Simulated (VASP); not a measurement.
A run of VASP 6.6.1:

File INCAR:

```
PREC = Accurate
ENCUT = 520
EDIFF = 1E-6
ISMEAR = 0
SIGMA = 0.15
LREAL = False
LASPH = True
NELM = 60
ALGO = Normal
ISIF = 2
LWAVE = False
LCHARG = False
GGA = PS
NBANDS = 36
```

File KPOINTS:

```
Automatic mesh
0
Gamma
  23 23 7
```

The input POSCAR:

```
WC
1.0
   -2.8984136670      0.0000000000      0.0000000000
   -1.4492068335     -2.5100998663      0.0000000000
    0.0000000000      0.0000000000      8.9828357108
W C
3 3
Direct
    0.0000000000      0.0000000000      0.8656276932
    0.0000000000      0.0000000000      0.2360688334
    0.0000000000      0.0000000000      0.5508482633
    0.6666666667      0.6666666667      0.0786791185
    0.6666666667      0.6666666667      0.3934585484
    0.6666666667      0.6666666667      0.7082379782
```

Potentials or basis: VASP PAW PBE potentials, release 64 (W_sv, C).

Command:

```sh
$ cat potpaw_PBE.64/W_sv/POTCAR potpaw_PBE.64/C/POTCAR > POTCAR
$ mpirun -np 1 vasp_std > vasp.out
```

Hardware: 1 thread of Intel(R) Xeon(R) Platinum 8488C (Sapphire Rapids), with other jobs on the host.

Problem. Estimate the wall time of this run.

Solution. Run time: 8.7 min on 1 thread of Intel(R) Xeon(R) Platinum 8488C (Sapphire Rapids), with other jobs on the host, peak memory 0.68 GiB. Counts: scf iterations 16, k points 356.
